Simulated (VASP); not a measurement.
# Sc (I4/mmm) in VASP: further runs

Sc is run at these levels: PBEsol; tasks: single point.

All numbers are computed with VASP 6.6.1; they aren't measurements. Logs are shortened: lines on timing, memory, paths and dates and some standing lists are left out, and cuts for length are marked.

**1. The cell of the first run**

It takes space group I4/mmm (No. 139, tetragonal). The conventional cell has a = 3.834 Å, b = 3.834 Å, c = 3.435 Å, α = 90.00°, β = 90.00°, γ = 90.00°. Within 4.2 Å of Sc (site symmetry 4/mmm) lie 14 Sc at 3.21 to 3.83 Å.

**2. Single point, PBEsol**

INCAR

```
PREC = Accurate ; ENCUT = 520
EDIFF = 1E-7 ; ISMEAR = 0
SIGMA = 0.1 ; LREAL = F
LASPH = T ; NELM = 100
ALGO = Fast ; ISIF = 2
LWAVE = F ; LCHARG = F
GGA = PS ; NBANDS = 12
```

KPOINTS

```
regular mesh
0
Gamma
  8 8 8
```

POSCAR

```
Sc
1.0
   -1.9172054859      1.9172054859      1.7176030000
    1.9172054859     -1.9172054859      1.7176030000
    1.9172054859      1.9172054859     -1.7176030000
Sc
1
Direct
    0.0000000000      0.0000000000      0.0000000000
```

Potentials or basis: VASP PAW PBE potentials, release 64 (Sc_sv).

Launch:

```sh
> cat potpaw_PBE.64/Sc_sv/POTCAR > POTCAR
> mpirun -np 1 vasp_std > vasp.out
```

OUTCAR:

```text
PREC = Accurate
   ENCUT = 520
   EDIFF = 1E-7
   ISMEAR = 0
   LREAL = F
   LASPH = T
   NELM = 100
   ISIF = 2
   GGA = PS

 ion  position               nearest neighbor table
   1  0.000  0.000  0.000-

  LATTYP: Found a body centered tetragonal cell.
 ALAT       =     3.8344109718
 C/A-ratio  =     0.8958888406

  Lattice vectors:

 A1 = (  -1.9172054859,   1.9172054859,   1.7176030000)
 A2 = (   1.9172054859,  -1.9172054859,   1.7176030000)
 A3 = (   1.9172054859,   1.9172054859,  -1.7176030000)

Analysis of symmetry for initial positions (statically):
=====================================================================
 Subroutine PRICEL returns:
 Original cell was already a primitive cell.

 Routine SETGRP: Setting up the symmetry group for a
 body centered tetragonal supercell.

 Subroutine GETGRP returns: Found 16 space group operations
 (whereof 16 operations were pure point group operations)
 out of a pool of 16 trial point group operations.

The static configuration has the point symmetry D_4h.

Analysis of symmetry for dynamics (positions and initial velocities):
=====================================================================
 Subroutine PRICEL returns:
 Original cell was already a primitive cell.

 Routine SETGRP: Setting up the symmetry group for a
 body centered tetragonal supercell.

 Subroutine GETGRP returns: Found 16 space group operations
 (whereof 16 operations were pure point group operations)
 out of a pool of 16 trial point group operations.

The dynamic configuration has the point symmetry D_4h.

 Subroutine INISYM returns: Found 16 space group operations
 (whereof 16 operations are pure point group operations),
 and found     1 'primitive' translations

----------------------------------------------------------------------------------------

                                     Primitive cell

  volume of cell :      25.2534

  direct lattice vectors                    reciprocal lattice vectors
    -1.917205486  1.917205486  1.717603000     0.000000000  0.260796249  0.291103357
     1.917205486 -1.917205486  1.717603000     0.260796249  0.000000000  0.291103357
     1.917205486  1.917205486 -1.717603000     0.260796249  0.260796249  0.000000000

  length of vectors
     3.209597142  3.209597142  3.209597142     0.390839927  0.390839927  0.368821593

  position of ions in fractional coordinates (direct lattice)
     0.000000000  0.000000000  0.000000000

  ion indices of the primitive-cell ions
   primitive index   ion index
                 1           1

----------------------------------------------------------------------------------------

 KPOINTS: regular mesh

Automatic generation of k-mesh.
 Grid dimensions read from file:
 generate k-points for:    8    8    8

 Generating k-lattice:

  Cartesian coordinates                     Fractional coordinates (reciprocal lattice)
     0.000000000  0.032599531  0.036387920     0.125000000  0.000000000  0.000000000
     0.032599531  0.000000000  0.036387920     0.000000000  0.125000000  0.000000000
     0.032599531  0.032599531  0.000000000     0.000000000  0.000000000  0.125000000

  Length of vectors
     0.048854991  0.048854991  0.046102699

  Shift w.r.t. Gamma in fractional coordinates (k-lattice)
     0.000000000  0.000000000  0.000000000

 Subroutine IBZKPT returns following result:
 ===========================================

 Found     59 irreducible k-points:

 Following reciprocal coordinates:
            Coordinates               Weight
  0.000000  0.000000  0.000000      1.000000
  0.125000  0.000000  0.000000      8.000000
  0.250000  0.000000  0.000000      8.000000
  0.375000  0.000000  0.000000      8.000000
  0.500000  0.000000  0.000000      4.000000
  0.125000  0.125000  0.000000      8.000000
[... 16 lines left out ...]
  0.250000  0.125000  0.125000     16.000000
  0.375000  0.125000  0.125000      8.000000
 [... further k-points ...]
   k-points           NKPTS =     59   k-points in BZ     NKDIM =     59   number of bands    NBANDS=     12
   number of dos      NEDOS =    301   number of ions     NIONS =      1
   total plane-waves  NPLWV =  13824
   dimension x,y,z NGX =    24 NGY =   24 NGZ =   24
   dimension x,y,z NGXF=    48 NGYF=   48 NGZF=   48
   ions per type =               1
   NGX,Y,Z   is equivalent  to a cutoff of  12.43, 12.43, 12.43 a.u.
   NGXF,Y,Z  is equivalent  to a cutoff of  24.86, 24.86, 24.86 a.u.
 SYSTEM =  unknown system
   PREC   = accura    normal or accurate (medium, high low for compatibility)
   ISTART =      0    job   : 0-new  1-cont  2-samecut
   ICHARG =      2    charge: 1-file 2-atom 10-const
   ISPIN  =      1    spin polarized calculation?
   LNONCOLLINEAR =      F non collinear calculations
   LSORBIT =      F    spin-orbit coupling
   LASPH  =      T    aspherical Exc in radial PAW
   ENCUT  =  520.0 eV  38.22 Ry    6.18 a.u.   5.97  5.97  5.97*2*pi/ulx,y,z
   NELM   =    100;   NELMIN=  2; NELMDL= -5     # of ELM steps
   EDIFF  = 0.1E-06   stopping-criterion for ELM
   LREAL  =      F    real-space projection
   EDIFFG = 0.1E-05   stopping-criterion for IOM
   NSW    =      0    number of steps for IOM
   IBRION =     -1    ionic relax: 0-MD 1-quasi-New 2-CG
   NFREE  =      0    steps in history (QN), initial steepest desc. (CG)
   ISIF   =      2    stress and relaxation
   ISYM   =      2    0-nonsym 1-usesym 2-fastsym
   POTIM  = 0.5000    time-step for ionic-motion
   TEBEG  =    0.0;   TEEND  =   0.0 temperature during run
   PSTRESS=    0.0 pullay stress
   NELECT =      11.0000    total number of electrons
   NUPDOWN=      -1.0000    fix difference up-down
   EMIN   =  10.00;   EMAX   =-10.00  energy-range for DOS
   EFERMI =   0.00;   METHOD = LEGACY
   ISMEAR =     0;   SIGMA  =   0.10  broadening in eV -4-tet -1-fermi 0-gaus
   EFERMI_NEDOS =   21; number of points for ismear=-14 and -15
   IALGO  =     68    algorithm
   IMIX   =      4    mixing-type and parameters
     AMIX     =   0.40;   BMIX     =  1.00
     AMIX_MAG =   1.60;   BMIX_MAG =  1.00
  volume/ion in A,a.u.               =      25.25       170.42
  Fermi-wavevector in a.u.,A,eV,Ry     =   1.240983  2.345117 20.953486  1.540038
  Thomas-Fermi vector in A             =   2.375400
   LORBIT       =      0    0 simple, 1 ext, 2 COOP (PROOUT), +10 PAW based schemes
   GGA     = PS    functional components
   LHFCALC =     F    Hartree Fock is set to
   AEXX    =    0.0000 exact exchange contribution
   IVDW    =     0    specifies the selected vdW correction
   LEPSILON=     F    determine dielectric tensor
   LRPA    =     F    only Hartree local field effects (RPA)
 non-spin polarized calculation
 RMM-DIIS sequential band-by-band and
 Gauss-broadening in eV      SIGMA  =   0.10
  energy-cutoff  :      520.00
  volume of cell :       25.25
 maximum number of plane-waves:       706
   NGX = 11   NGY = 11   NGZ = 11

 number of electron      11.0000004 magnetization

 Free energy of the ion-electron system (eV)
  ---------------------------------------------------
  ext. energy  EPLUGINS =         0.00000000
  ---------------------------------------------------
  free energy    TOTEN  =        -6.48512484 eV

  energy without entropy =       -6.47299893  energy(sigma->0) =       -6.47906188

 E-fermi :   3.5238     XC(G=0):  -9.8940

 val. band max:        3.5161396112   @ k =   0.2500   0.2500   0.2500
 cond. band min:       3.5269292460   @ k =   0.3750   0.2500   0.1250
 fundamental gap:      0.0107896349
 Fermi energy:         3.5238151022

 k-point     1 :       0.0000    0.0000    0.0000
  band No.  band energies     occupation
      1     -45.8829      2.00000
      2     -24.4000      2.00000
      3     -24.4000      2.00000
      4     -24.3702      2.00000
      5      -1.6489      2.00000
      6       4.5406      0.00000
      7       5.2340      0.00000
      8       5.2340      0.00000
      9       5.8961      0.00000
     10       6.6722      0.00000
     11      16.9523      0.00000
     12      16.9523      0.00000

 k-point     2 :       0.1250    0.0000    0.0000
  band No.  band energies     occupation
      1     -45.8739      2.00000
      2     -24.4429      2.00000
      3     -24.4183      2.00000
      4     -24.3868      2.00000
      5      -1.2261      2.00000
      6       4.5375      0.00000
      7       5.0702      0.00000
      8       5.3068      0.00000
      9       5.9666      0.00000
     10       6.5090      0.00000
     11      16.8084      0.00000
     12      17.3274      0.00000

 k-point     3 :       0.2500    0.0000    0.0000
  band No.  band energies     occupation
      1     -45.8520      2.00000
      2     -24.5732      2.00000
      3     -24.4623      2.00000
      4     -24.3976      2.00000
      5      -0.0824      2.00000
      6       4.1675      0.00000
      7       4.4820      0.00000
      8       5.9989      0.00000
      9       6.2950      0.00000
     10       6.3703      0.00000
     11      14.6615      0.00000
     12      15.8230      0.00000

 k-point     4 :       0.3750    0.0000    0.0000
  band No.  band energies     occupation
      1     -45.8301      2.00000
      2     -24.7024      2.00000
      3     -24.5058      2.00000
      4     -24.4060      2.00000
      5       1.2780      2.00000
      6       3.7519      0.00126
      7       4.0579      0.00000
      8       6.3126      0.00000
      9       6.7880      0.00000
     10       7.0219      0.00000
     11      11.8668      0.00000
     12      14.3193      0.00000

 k-point     5 :       0.5000    0.0000    0.0000
  band No.  band energies     occupation
      1     -45.8210      2.00000
      2     -24.7551      2.00000
      3     -24.5237      2.00000
      4     -24.4094      2.00000
      5       1.8408      2.00000
      6       3.5878      0.36537
      7       4.1824      0.00000
      8       6.2888      0.00000
      9       7.0093      0.00000
     10       7.5736      0.00000
     11      10.5204      0.00000
     12      13.6962      0.00000
[... 228 lines left out ...]
      1     -45.8292      2.00000
      2     -24.7686      2.00000
      3     -24.4658      2.00000
      4     -24.3852      2.00000
      5       1.6964      2.00000
      6       3.6155      0.19466
      7       4.3860      0.00000
      8       5.7914      0.00000
      9       6.4240      0.00000
     10       7.5325      0.00000
     11       9.9361      0.00000
     12      14.9054      0.00000

 k-point    22 :       0.1250    0.1250    0.1250
  band No.  band energies     occupation
      1     -45.8437      2.00000
      2     -24.6299      2.00000
      3     -24.4407      2.00000
      4     -24.4352      2.00000
      5       0.5460      2.00000
      6       3.8256      0.00002
      7       4.1998      0.00000
      8       6.1703      0.00000
      9       6.4479      0.00000
     10       6.8894      0.00000
     11      13.8292      0.00000
     12      14.6132      0.00000

 k-point    23 :       0.2500    0.1250    0.1250
  band No.  band energies     occupation
      1     -45.8268      2.00000
      2     -24.6891      2.00000
      3     -24.5069      2.00000
      4     -24.4525      2.00000
      5       1.8780      2.00000
      6       3.5673      0.53852
      7       3.6917      0.01759
      8       6.4247      0.00000
      9       6.6931      0.00000
     10       7.9110      0.00000
     11      11.8791      0.00000
     12      12.9369      0.00000

 k-point    24 :       0.3750    0.1250    0.1250
  band No.  band energies     occupation
      1     -45.8198      2.00000
      2     -24.7040      2.00000
      3     -24.5446      2.00000
      4     -24.4586      2.00000
      5       2.4403      2.00000
      6       3.4051      1.90687
      7       3.8006      0.00009
      8       6.4105      0.00000
      9       6.9461      0.00000
     10       8.5815      0.00000
     11      10.2986      0.00000
     12      12.6649      0.00000

 [... further k-points ...]

------------------------ aborting loop because EDIFF is reached ----------------------------------------

  FORCE on cell =-STRESS in cart. coord.  units (eV):
  Direction    XX          YY          ZZ          XY          YZ          ZX
  --------------------------------------------------------------------------------------
  -------------------------------------------------------------------------------------
  Total       -0.5122118     -0.5122118     -0.3693703      0.0000000      0.0000000      0.0000000
  in kB      -32.4967567    -32.4967567    -23.4343281      0.0000000      0.0000000      0.0000000
  external PRESSURE =     -29.4759471 kB  Pullay stress =       0.0000000 kB

 VOLUME and BASIS-vectors are now :
 -----------------------------------------------------------------------------
  energy-cutoff  :      520.00
  volume of cell :       25.25
      direct lattice vectors                 reciprocal lattice vectors
    -1.917205486  1.917205486  1.717603000     0.000000000  0.260796249  0.291103357
     1.917205486 -1.917205486  1.717603000     0.260796249  0.000000000  0.291103357
     1.917205486  1.917205486 -1.717603000     0.260796249  0.260796249  0.000000000

 POSITION                                       TOTAL-FORCE (eV/Angst)
 -----------------------------------------------------------------------------------
      0.00000      0.00000      0.00000        -0.000000      0.000000      0.000000
 -----------------------------------------------------------------------------------
    total drift:                                0.000000      0.000000     -0.000000

  FREE ENERGIE OF THE ION-ELECTRON SYSTEM (eV)
  ---------------------------------------------------
  free  energy   TOTEN  =        -6.4851248361 eV

  energy  without entropy=       -6.4729989261  energy(sigma->0) =       -6.47906188
```

It took 6.8 s on 1 thread of Intel Xeon 6975P-C (Granite Rapids), shared host; peak memory 0.14 GiB.

Results:

* Free energy: -6.4851 eV
* Pressure: -2.9 GPa

Levels at points of the mesh, in eV from the Fermi level:
```
           k point  band 3  band 4  band 5  band 6  band 7  band 8
(0.00, 0.00, 0.00)  -27.92  -27.89   -5.17    1.02    1.71    1.71
(0.50, 0.00, 0.00)  -28.05  -27.93   -1.68    0.06    0.66    2.76
(0.50, 0.50, 0.00)  -27.99  -27.91   -1.83    0.09    0.86    2.27
(0.50, 0.50, 0.50)  -28.20  -28.10   -1.25   -1.03    3.76    3.76
```

Caveat: the PAW data sets were made with another functional, which shifts forces and pressure a little.

(Part 1 of 2 ends here.)
